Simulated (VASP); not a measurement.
Write the native input for VASP 6.6.1 that does the following.

```
Task                   : single point
Functional             : PBEsol
Potentials or basis    : VASP PAW PBE potentials, release 64 (Mg, O)
Cutoff                 : 520 eV
k mesh                 : 9 × 9 × 4
Occupations            : gaussian, width 0.05 eV
Spin                   : no spin polarisation
Dipole correction      : no
Further INCAR settings : ALGO = Normal; EDIFF = 1e-06; NBANDS = 26
```

The structure of MgO lies in POSCAR:

```
MgO
1.0
    3.2553371795      0.0000000000      0.0000000000
   -1.6276685897      2.8192046953      0.0000000000
    0.0000000000      0.0000000000     10.4149514991
Mg O
4 4
Direct
    0.3333333333      0.6666666667      0.9695963559
    0.0000000000      0.0000000000      0.2209473890
    0.0000000000      0.0000000000      0.7209473890
    0.6666666667      0.3333333333      0.4695963559
    0.3333333333      0.6666666667      0.7799156657
   -0.0399344193      0.0000000000      0.5919490456
    0.0000000000      0.0000000000      0.0295387694
    0.6666666667      0.3333333333      0.2799156657
```

This cell differs from its parent crystal: atom 6 (O) moved by -0.130 Å along [1 0 0] and +0.650 Å along [0 0 1].

One way to write it, as run:

INCAR

```
PREC     = Accurate       # precision mode
ENCUT    = 520            # plane-wave cutoff, eV
EDIFF    = 1E-6           # SCF threshold, eV
ISMEAR   = 0              # smearing method
SIGMA    = 0.05           # smearing width, eV
LREAL    = False          # projectors in reciprocal space
LASPH    = True           # aspherical terms in the spheres
NELM     = 100            # most SCF steps
ALGO     = Normal         # electronic algorithm
ISIF     = 2              # what is computed and relaxed
LWAVE    = False          # write WAVECAR
LCHARG   = False          # write CHGCAR
GGA      = PS             # functional
NBANDS   = 26             # bands
```

KPOINTS

```
Automatic mesh
0
Gamma
  9 9 4
```

Potentials or basis: VASP PAW PBE potentials, release 64 (Mg, O).

The run is started by

```console
$ cat potpaw_PBE.64/Mg/POTCAR potpaw_PBE.64/O/POTCAR > POTCAR
$ mpirun -np 1 vasp_std > vasp.out
```

Results of the run:

```
Pressure               : 21.0 GPa
Largest force          : 35.809 eV/Å
Band gap on the k mesh : 0.82 eV, direct
```

Caveat: the cell differs from its parent crystal (atom 6 (O) moved by -0.130 Å along [1 0 0] and +0.650 Å along [0 0 1]); the PAW data sets were made with another functional, which shifts forces and pressure a little.

Run time: 4.6 min on 1 thread of Intel(R) Xeon(R) Platinum 8488C (Sapphire Rapids) (shared host), peak memory 0.42 GiB.
